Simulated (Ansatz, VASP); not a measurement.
## As in VASP and in Ansatz

File INCAR:

```
SYSTEM = As
  PREC = Accurate
  ENCUT = 520
  EDIFF = 1E-7
  ISMEAR = 0
  SIGMA = 0.05
  LREAL = .FALSE.
  LASPH = .TRUE.
  NELM = 80
  ALGO = Normal
  ISIF = 2
  LWAVE = .FALSE.
  LCHARG = .FALSE.
  LDIPOL = .TRUE.
  IDIPOL = 3
  DIPOL = 0.5 0.5 0.371
  GGA = PE
  IVDW = 12
  NBANDS = 18
```

The input KPOINTS:

```
Automatic mesh
0
G
  9 9 1
  0 0 0
```

File POSCAR:

```
As
1.0
    3.5716242768      0.0000000000      0.0000000000
   -1.7858121384      3.0931173565      0.0000000000
    0.0000000000      0.0000000000     20.2951239260
As
4
Direct
    0.3333333333      0.6666666667      0.2217281361
    0.6666666667      0.3333333333      0.2905900937
    1.1666666667      0.6666666667      0.4517125392
    1.5000000000      0.3333333333      0.5205744968
```

Input for Ansatz:

```yaml
crystal:
  lattice:
    - [3.5716243461, 0.0, 0.0]
    - [-1.7858121731, 3.0931174165, 0.0]
    - [0.0, 0.0, 20.295123953]
  atoms:
    - { symbol: As, position: [0.3333333333, 0.6666666667, 0.2217281358] }
    - { symbol: As, position: [0.6666666667, 0.3333333333, 0.290590094] }
    - { symbol: As, position: [1.1666666667, 0.6666666667, 0.4517125393] }
    - { symbol: As, position: [1.5, 0.3333333333, 0.5205744975] }
basis:
  ecutwfc: 420
kpoints:
  mp_grid: { grid: [9, 9, 1] }
hamiltonian:
  xc: pbe
  dispersion: d3bj
scf:
  occupations: { method: gaussian, width: 0.05 }
output:
  forces: true
  eigenvalues: true
efield:
  axis: 3
  dipole_correction: true
  ramp_width: 0.04
```

Alike in both runs: task single point; functional PBE; dispersion D3(BJ); k mesh 9 × 9 × 1; occupations gaussian, width 0.05 eV; no spin polarisation.

|  | VASP | Ansatz |
| --- | --- | --- |
| version | VASP 6.6.1 | Ansatz 0.2.0 |
| potentials or method | VASP PAW PBE potentials, release 64 (As), cutoff 520 eV | scalar-relativistic, plane waves, PAW |
| valence electrons in the cell | 20 | 60 |

VASP gave:

| Item | Value |
| --- | --- |
| gap on the k mesh at the Fermi level (eV) | 0.93 |
| least direct gap on the mesh (eV) | 1.56 |
| rms of the force components (eV/Å) | 0.058 |

Estimate Ansatz's values.

gap on the k mesh at the Fermi level (eV): 0.96; least direct gap on the mesh (eV): 1.59; rms of the force components (eV/Å): 0.021.

Atom by atom the forces differ by 0.052 eV/Å (rms over components). VASP's potentials hold 20 valence electrons a cell and Ansatz's 60, so a difference there can come from the potentials and not from the codes.
